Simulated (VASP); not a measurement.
A run of VASP 6.6.1 is set up as follows.

POSCAR

```
V
1.0
    4.4364210453      0.0000000000      0.0000000000
   -2.2182105227      3.8420533272      0.0000000000
    0.0000000000      0.0000000000      2.3705468538
V
3
Direct
    1.0000000000      0.0000000000      0.0000000000
    0.3333333333      0.6666666667      0.5000000000
    0.6666666667      0.3333333333      0.5000000000
```

The input INCAR.step1:

```
PREC = Accurate ; ENCUT = 520
ISMEAR = -1 ; SIGMA = 0.05
LREAL = False ; LASPH = True
NELM = 150 ; ISPIN = 2
MAGMOM = 1 1 1 ; LMAXMIX = 4
NBANDS = 30 ; GGA = PE
ALGO = Normal ; EDIFF = 1E-4
LWAVE = True ; LCHARG = False
```

INCAR.step2

```
PREC = Accurate ; ENCUT = 520
EDIFF = 1E-7 ; ISMEAR = -1
SIGMA = 0.05 ; LREAL = False
LASPH = True ; NELM = 150
ALGO = Normal ; ISIF = 2
LWAVE = False ; LCHARG = False
ISPIN = 2 ; MAGMOM = 1 1 1
LORBIT = 11 ; LMAXMIX = 4
METAGGA = R2SCAN ; LMIXTAU = True
NBANDS = 30 ; ISTART = 1
```

Contents of KPOINTS:

```
regular mesh
0
Gamma
  11 11 17
```

Potentials or basis: VASP PAW PBE potentials, release 64 (V_sv).

Command:

```bash
$ cat potpaw_PBE.64/V_sv/POTCAR > POTCAR
$ cp INCAR.step1 INCAR
$ mpirun -np 1 vasp_std > vasp.out
$ cp INCAR.step2 INCAR
$ mpirun -np 1 vasp_std > vasp.out
```

Task: Estimate the net moment.

Result: 0.00 μB per cell.

Task: What does it give for the pressure?

Result: 0.6 GPa.

Stress tensor (GPa, compression positive):
```
0.33 0.00 0.00
0.00 0.33 0.00
0.00 0.00 1.16
```

Caveat: the moments typed at the start vanished in this run; the PAW data sets were made with another functional, which shifts forces and pressure a little.
